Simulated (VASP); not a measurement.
# CsCrAuS2 (Cmme) in VASP: single point with PBE

Aim: the single point of CsCrAuS2 with PBE.

Everything below comes from runs of VASP 6.6.1. Logs are shortened: lines on timing, memory, paths and dates and some standing lists are left out, and cuts for length are marked.

### 1 The cell of the first run

The structure is orthorhombic, space group Cmme (No. 67). The conventional cell has a = 6.442 Å, b = 13.754 Å, c = 5.908 Å, α = 90.00°, β = 90.00°, γ = 90.00°. Within 3.4 Å of Cr (site symmetry 222) lie 4 S at 2.53 Å and 2 Cr at 3.22 Å and 4 Au at 3.36 Å. Within 3.0 Å of Au (site symmetry 2/m) lie 2 S at 2.27 Å. S (site symmetry m) has 1 Au at 2.27 Å and 2 Cr at 2.53 Å within 3.0 Å. Cs (site symmetry mm2) has 8 S at 3.46 to 3.78 Å and 2 Au at 3.69 Å and 4 Cr at 4.12 Å and 4 Cs at 4.20 to 4.55 Å within 4.6 Å.

### 2 Single point, PBE

POSCAR

```
CsCrAuS2
1.0
    6.4422380000      0.0000000000      0.0000000000
    3.2211190000     -6.8769200000      0.0000000000
    0.0000000000      0.0000000000     -5.9075460000
Cr Au S Cs
2 2 4 2
Direct
    0.7500000000      0.0000000000      0.5000000000
    0.2500000000      0.0000000000      0.5000000000
    0.5000000000      0.0000000000      0.0000000000
    0.0000000000      0.0000000000      0.0000000000
    0.6087000000      0.7826000000      0.7119000000
    0.8913000000      0.2174000000      0.7119000000
    0.3913000000      0.2174000000      0.2881000000
    0.1087000000      0.7826000000      0.2881000000
    0.2500000000      0.5000000000      0.7719000000
    0.7500000000      0.5000000000      0.2281000000
```

INCAR.step1

```
PREC = Accurate ; ENCUT = 400
EDIFF = 1E-6 ; ISMEAR = -1
SIGMA = 0.1 ; LREAL = False
LASPH = True ; NELM = 120
ALGO = Normal ; ISIF = 2
LWAVE = False ; LCHARG = True
LMAXMIX = 4 ; GGA = PE
NBANDS = 55 ; GGA_COMPAT = False
NEDOS = 2001 ; LORBIT = 11
```

KPOINTS.step1

```
regular mesh
0
Gamma
  6 6 6
```

INCAR.step2

```
PREC = Accurate ; ENCUT = 400
EDIFF = 1E-6 ; ISMEAR = -5
SIGMA = 0.1 ; LREAL = False
LASPH = True ; NELM = 120
ALGO = Normal ; ISIF = 2
LWAVE = False ; LCHARG = False
LMAXMIX = 4 ; GGA = PE
LORBIT = 11 ; NBANDS = 55
NEDOS = 1001 ; ICHARG = 11
GGA_COMPAT = False
```

KPOINTS.step2

```
regular mesh
0
Gamma
  9 9 9
```

Potentials or basis: VASP PAW PBE potentials, release 64 (Cr_pv, Au, S, Cs_sv).

Command:

```sh
> cat potpaw_PBE.64/Cr_pv/POTCAR potpaw_PBE.64/Au/POTCAR potpaw_PBE.64/S/POTCAR potpaw_PBE.64/Cs_sv/POTCAR > POTCAR
> cp INCAR.step1 INCAR
> cp KPOINTS.step1 KPOINTS
> mpirun -np 1 vasp_std > vasp.out
> cp INCAR.step2 INCAR
> cp KPOINTS.step2 KPOINTS
> mpirun -np 1 vasp_std > vasp.out
```

OUTCAR:

```text
PREC = Accurate
   ENCUT = 400
   EDIFF = 1E-6
   ISMEAR = -5
   LREAL = False
   LASPH = True
   NELM = 120
   ISIF = 2
   GGA = PE
   LORBIT = 11
   ICHARG = 11

 ion  position               nearest neighbor table
   1  0.750  0.000  0.500-   5 2.53   6 2.53   7 2.53   8 2.53   3 3.36   4 3.36   3 3.36   4 3.36

   2  0.250  0.000  0.500-   5 2.53   6 2.53   7 2.53   8 2.53   3 3.36   4 3.36   3 3.36   4 3.36

   3  0.500  0.000  0.000-   5 2.27   7 2.27   4 3.22   4 3.22   1 3.36   1 3.36   2 3.36   2 3.36

   4  0.000  0.000  0.000-   6 2.27   8 2.27   3 3.22   3 3.22   1 3.36   1 3.36   2 3.36   2 3.36

   5  0.609  0.783  0.712-   3 2.27   2 2.53   1 2.53
   6  0.891  0.217  0.712-   4 2.27   2 2.53   1 2.53
   7  0.391  0.217  0.288-   3 2.27   2 2.53   1 2.53
   8  0.109  0.783  0.288-   4 2.27   2 2.53   1 2.53
   9  0.250  0.500  0.772-
  10  0.750  0.500  0.228-

  LATTYP: Found a base centered orthorhombic cell.
 ALAT       =     6.4422380000
 B/A-ratio  =     2.1349475136
 C/A-ratio  =     0.9170021350

  Lattice vectors:

 A1 = (   3.2211190000,   6.8769200000,   0.0000000000)
 A2 = (   3.2211190000,  -6.8769200000,   0.0000000000)
 A3 = (   0.0000000000,   0.0000000000,  -5.9075460000)

Analysis of symmetry for initial positions (statically):
=====================================================================
 Subroutine PRICEL returns:
 Original cell was already a primitive cell.

 Routine SETGRP: Setting up the symmetry group for a
 base centered orthorhombic supercell.

 Subroutine GETGRP returns: Found  8 space group operations
 (whereof  4 operations were pure point group operations)
 out of a pool of  8 trial point group operations.

The static configuration has the point symmetry C_2h.
 The point group associated with its full space group is D_2h.

Analysis of symmetry for dynamics (positions and initial velocities):
=====================================================================
 Subroutine PRICEL returns:
 Original cell was already a primitive cell.

 Routine SETGRP: Setting up the symmetry group for a
 base centered orthorhombic supercell.

 Subroutine GETGRP returns: Found  8 space group operations
 (whereof  4 operations were pure point group operations)
 out of a pool of  8 trial point group operations.

The dynamic configuration has the point symmetry C_2h.
 The point group associated with its full space group is D_2h.

 Subroutine INISYM returns: Found  8 space group operations
 (whereof  4 operations are pure point group operations),
 and found     1 'primitive' translations

----------------------------------------------------------------------------------------

                                     Primitive cell

  volume of cell :     261.7206

  direct lattice vectors                    reciprocal lattice vectors
     6.442238000  0.000000000  0.000000000     0.155225560  0.072706968  0.000000000
     3.221119000 -6.876920000  0.000000000     0.000000000 -0.145413935  0.000000000
     0.000000000  0.000000000 -5.907546000     0.000000000  0.000000000 -0.169275026

  length of vectors
     6.442238000  7.593921010  5.907546000     0.171409678  0.145413935  0.169275026

  position of ions in fractional coordinates (direct lattice)
     0.750000000  0.000000000  0.500000000
     0.250000000  0.000000000  0.500000000
     0.500000000  0.000000000  0.000000000
     0.000000000  0.000000000  0.000000000
     0.608700000  0.782600000  0.711900000
     0.891300000  0.217400000  0.711900000
     0.391300000  0.217400000  0.288100000
     0.108700000  0.782600000  0.288100000
     0.250000000  0.500000000  0.771900000
     0.750000000  0.500000000  0.228100000

  ion indices of the primitive-cell ions
   primitive index   ion index
                 1           1
                 2           2
                 3           3
                 4           4
                 5           5
                 6           6
                 7           7
                 8           8
                 9           9
                10          10

----------------------------------------------------------------------------------------

 KPOINTS: regular mesh

Automatic generation of k-mesh.
 Grid dimensions read from file:
 generate k-points for:    9    9    9

 Generating k-lattice:

  Cartesian coordinates                     Fractional coordinates (reciprocal lattice)
     0.017247284  0.008078552  0.000000000     0.111111111  0.000000000  0.000000000
     0.000000000 -0.016157104  0.000000000     0.000000000  0.111111111  0.000000000
     0.000000000  0.000000000 -0.018808336     0.000000000  0.000000000  0.111111111

  Length of vectors
     0.019045520  0.016157104  0.018808336

  Shift w.r.t. Gamma in fractional coordinates (k-lattice)
     0.000000000  0.000000000  0.000000000

 TETIRR: Found   1769 inequivalent tetrahedra from     4374

 Subroutine IBZKPT returns following result:
 ===========================================

 Found    125 irreducible k-points:

 Following reciprocal coordinates:
            Coordinates               Weight
  0.000000  0.000000  0.000000      1.000000
  0.111111  0.000000  0.000000      4.000000
  0.222222  0.000000  0.000000      4.000000
  0.333333  0.000000  0.000000      4.000000
  0.444444  0.000000  0.000000      4.000000
  0.000000  0.111111  0.000000      2.000000
[... 16 lines left out ...]
 -0.111111  0.333333  0.000000      4.000000
  0.000000  0.444444  0.000000      2.000000
 [... further k-points ...]
   k-points           NKPTS =    125   k-points in BZ     NKDIM =    125   number of bands    NBANDS=     55
   number of dos      NEDOS =   1001   number of ions     NIONS =     10
   total plane-waves  NPLWV =  84000
   dimension x,y,z NGX =    42 NGY =   50 NGZ =   40
   dimension x,y,z NGXF=    84 NGYF=  100 NGZF=   80
   ions per type =               2   2   4   2
   NGX,Y,Z   is equivalent  to a cutoff of  10.84, 10.95, 11.26 a.u.
   NGXF,Y,Z  is equivalent  to a cutoff of  21.68, 21.89, 22.51 a.u.
 SYSTEM =  unknown system
   PREC   = accura    normal or accurate (medium, high low for compatibility)
   ISTART =      0    job   : 0-new  1-cont  2-samecut
   ICHARG =     11    charge: 1-file 2-atom 10-const
   ISPIN  =      1    spin polarized calculation?
   LNONCOLLINEAR =      F non collinear calculations
   LSORBIT =      F    spin-orbit coupling
   LASPH  =      T    aspherical Exc in radial PAW
   ENCUT  =  400.0 eV  29.40 Ry    5.42 a.u.  10.51 12.38  9.63*2*pi/ulx,y,z
   NELM   =    120;   NELMIN=  2; NELMDL=  0     # of ELM steps
   EDIFF  = 0.1E-05   stopping-criterion for ELM
   LREAL  =      F    real-space projection
   EDIFFG = 0.1E-04   stopping-criterion for IOM
   NSW    =      0    number of steps for IOM
   IBRION =     -1    ionic relax: 0-MD 1-quasi-New 2-CG
   NFREE  =      0    steps in history (QN), initial steepest desc. (CG)
   ISIF   =      2    stress and relaxation
   ISYM   =      2    0-nonsym 1-usesym 2-fastsym
   POTIM  = 0.5000    time-step for ionic-motion
   TEBEG  =    0.0;   TEEND  =   0.0 temperature during run
   PSTRESS=    0.0 pullay stress
   NELECT =      88.0000    total number of electrons
   NUPDOWN=      -1.0000    fix difference up-down
   EMIN   =  10.00;   EMAX   =-10.00  energy-range for DOS
   EFERMI =   0.00;   METHOD = LEGACY
   ISMEAR =    -5;   SIGMA  =   0.10  broadening in eV -4-tet -1-fermi 0-gaus
   EFERMI_NEDOS =   21; number of points for ismear=-14 and -15
   IALGO  =     38    algorithm
   IMIX   =      4    mixing-type and parameters
     AMIX     =   0.40;   BMIX     =  1.00
     AMIX_MAG =   1.60;   BMIX_MAG =  1.00
  volume/ion in A,a.u.               =      26.17       176.62
  Fermi-wavevector in a.u.,A,eV,Ry     =   1.138387  2.151239 17.632117  1.295924
  Thomas-Fermi vector in A             =   2.275091
   LORBIT       =     11    0 simple, 1 ext, 2 COOP (PROOUT), +10 PAW based schemes
   GGA     = PE    functional components
   LHFCALC =     F    Hartree Fock is set to
   AEXX    =    0.0000 exact exchange contribution
   IVDW    =     0    specifies the selected vdW correction
   LEPSILON=     F    determine dielectric tensor
   LRPA    =     F    only Hartree local field effects (RPA)
 non-spin polarized calculation
 Fermi weights with tetrahedron method with Bloechl corrections
  energy-cutoff  :      400.00
  volume of cell :      261.72
 maximum number of plane-waves:      4787
 NGX is ok and might be reduce to    42

 number of electron      87.9999964 magnetization

 Free energy of the ion-electron system (eV)
  ---------------------------------------------------
  ext. energy  EPLUGINS =         0.00000000
  ---------------------------------------------------
  free energy    TOTEN  =       -46.64829401 eV

  energy without entropy =      -46.64829401  energy(sigma->0) =      -46.64829401

 E-fermi :   4.4812     XC(G=0):  -9.3304

 val. band max:        4.4827029421   @ k =  -0.3333   0.3333   0.3333
 cond. band min:       4.4661340288   @ k =   0.3333   0.1111   0.1111
 fundamental gap:     -0.0165689133
 Fermi energy:         4.4811719206

 k-point     1 :       0.0000    0.0000    0.0000
  band No.  band energies     occupation
      1     -38.8954      2.00000
      2     -38.8513      2.00000
      3     -38.7326      2.00000
      4     -38.7281      2.00000
      5     -38.7182      2.00000
      6     -38.7139      2.00000
[... 47 lines left out ...]
     54       7.4194      0.00000
[... 1333 lines left out ...]
     54       7.4616      0.00000
     55       7.8926      0.00000

 [... further k-points ...]

------------------------ aborting loop because EDIFF is reached ----------------------------------------

  FORCE on cell =-STRESS in cart. coord.  units (eV):
  Direction    XX          YY          ZZ          XY          YZ          ZX
  --------------------------------------------------------------------------------------
  -------------------------------------------------------------------------------------
  Total      -16.8427316     -4.0615989     -7.5656550      0.0000000     -0.0000000      0.0000000
  in kB     -103.1063141    -24.8639296    -46.3147440      0.0000000     -0.0000000      0.0000000
  external PRESSURE =     -58.0949959 kB  Pullay stress =       0.0000000 kB

 VOLUME and BASIS-vectors are now :
 -----------------------------------------------------------------------------
  energy-cutoff  :      400.00
  volume of cell :      261.72
      direct lattice vectors                 reciprocal lattice vectors
     6.442238000  0.000000000  0.000000000     0.155225560  0.072706968  0.000000000
     3.221119000 -6.876920000  0.000000000     0.000000000 -0.145413935  0.000000000
     0.000000000  0.000000000 -5.907546000     0.000000000  0.000000000 -0.169275026

 POSITION                                       TOTAL-FORCE (eV/Angst)
 -----------------------------------------------------------------------------------
      4.83168      0.00000     -2.95377        -0.000000      0.000000     -0.000000
      1.61056      0.00000     -2.95377         0.000000     -0.000000     -0.000000
      3.22112      0.00000      0.00000         0.000000      0.000000     -0.000000
      0.00000      0.00000      0.00000         0.000000      0.000000     -0.000000
      6.44224     -5.38188     -4.20558        -0.000000     -0.765006      1.906714
      6.44224     -1.49504     -4.20558         0.000000      0.765006      1.906714
      3.22112     -1.49504     -1.70196         0.000000      0.765006     -1.906714
      3.22112     -5.38188     -1.70196        -0.000000     -0.765006     -1.906714
      3.22112     -3.43846     -4.56003        -0.000000      0.000000      0.063073
      6.44224     -3.43846     -1.34751        -0.000000     -0.000000     -0.063073
 -----------------------------------------------------------------------------------
    total drift:                                0.000000      0.000000      0.000000

  FREE ENERGIE OF THE ION-ELECTRON SYSTEM (eV)
  ---------------------------------------------------
  free  energy   TOTEN  =       -46.6482940077 eV

  energy  without entropy=      -46.6482940077  energy(sigma->0) =      -46.64829401

 total charge

# of ion       s       p       d       tot
------------------------------------------
    1        0.224   6.151   4.063  10.437
    2        0.224   6.151   4.063  10.437
    3        0.645   0.368   8.742   9.755
    4        0.645   0.368   8.742   9.755
    5        1.331   2.344   0.000   3.675
    6        1.331   2.344   0.000   3.675
    7        1.331   2.344   0.000   3.675
    8        1.331   2.344   0.000   3.675
    9        1.845   4.701   0.041   6.587
   10        1.845   4.701   0.041   6.587
--------------------------------------------------
tot         10.750  31.815  25.691  68.257
```

It took 42 min on 1 thread of Intel Xeon 8259CL, shared host; peak memory 1 GiB.

What came out:

```
Valence electrons inside the program's atomic spheres : Cr 10.44; Au 9.76; S 3.67; Cs 6.59
```

Levels at points of the mesh, in eV from the Fermi level:
```tsv
k point	band 41	band 42	band 43	band 44	band 45	band 46	band 47	band 48
(0.00, 0.00, 0.00)	-0.80	-0.66	-0.40	0.07	0.13	0.23	0.34	0.37
```

Caveat: spin-orbit coupling is left out, which moves the levels of the heavy elements; the run has no spin polarisation, though such a crystal can be magnetic. Spin polarisation is off, so any magnetic state and its effect on volume and gap are missing.
